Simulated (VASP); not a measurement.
Here is a VASP 6.6.1 calculation.

INCAR

```
SYSTEM = Pt
PREC = Accurate
ENCUT = 520
EDIFF = 1E-7
ISMEAR = 0
SIGMA = 0.1
LREAL = Auto
LASPH = .True.
NELM = 60
ALGO = Normal
ISIF = 2
LWAVE = .False.
LCHARG = .False.
LDIPOL = .True.
IDIPOL = 3
DIPOL = 0.5 0.5 0.499
GGA = PE
NBANDS = 94
```

The input KPOINTS:

```
regular mesh
0
Gamma
  5 5 1
  0 0 0
```

Contents of POSCAR:

```
Pt
1.0
    5.6145835603      0.0000000000      0.0000000000
    0.0000000000      5.6145835603      0.0000000000
    0.0000000000      0.0000000000     22.9551651636
Pt
16
Direct
    0.2500000000      0.2500000000      0.3702870330
    0.2500000000      0.7500000000      0.3702870330
    0.7500000000      0.2500000000      0.3702870330
    0.7500000000      0.7500000000      0.3702870330
    0.5000000000      0.5000000000      0.4567623443
    0.5000000000      0.0000000000      0.4567623443
    0.0000000000      0.5000000000      0.4567623443
    0.0000000000      0.0000000000      0.4567623443
    0.7500000000      0.7500000000      0.5420583705
    0.7500000000      0.2500000000      0.5420583705
    0.2500000000      0.7500000000      0.5420583705
    0.2500000000      0.2500000000      0.5420583705
    0.0000000000      0.0000000000      0.6259429953
    0.0000000000      0.5000000000      0.6259429953
    0.5000000000      0.0000000000      0.6259429953
    0.5000000000      0.5000000000      0.6259429953
```

Potentials or basis: VASP PAW PBE potentials, release 64 (Pt).

The run is started by

```sh
$ cat potpaw_PBE.64/Pt/POTCAR > POTCAR
$ mpirun -np 1 vasp_std > vasp.out
```

Predict the largest force.

0.366 eV/Å.

Estimate the band gap on the k mesh.

zero (bands 80 and 81 overlap by 0.61 eV).

Forces in eV/Å, atoms in the order of the input:
```
Pt   0.000  0.000  0.366
Pt   0.000  0.000  0.366
Pt   0.000  0.000  0.366
Pt   0.000  0.000  0.366
Pt   0.000  0.000 -0.348
Pt   0.000  0.000 -0.348
Pt   0.000  0.000 -0.348
Pt   0.000  0.000 -0.348
Pt   0.000  0.000 -0.007
Pt   0.000  0.000 -0.007
Pt   0.000  0.000 -0.007
Pt   0.000  0.000 -0.007
Pt   0.000  0.000 -0.011
Pt   0.000  0.000 -0.011
Pt   0.000  0.000 -0.011
Pt   0.000  0.000 -0.011
```

Caveat: spin-orbit coupling is left out, which moves the levels of the heavy elements.
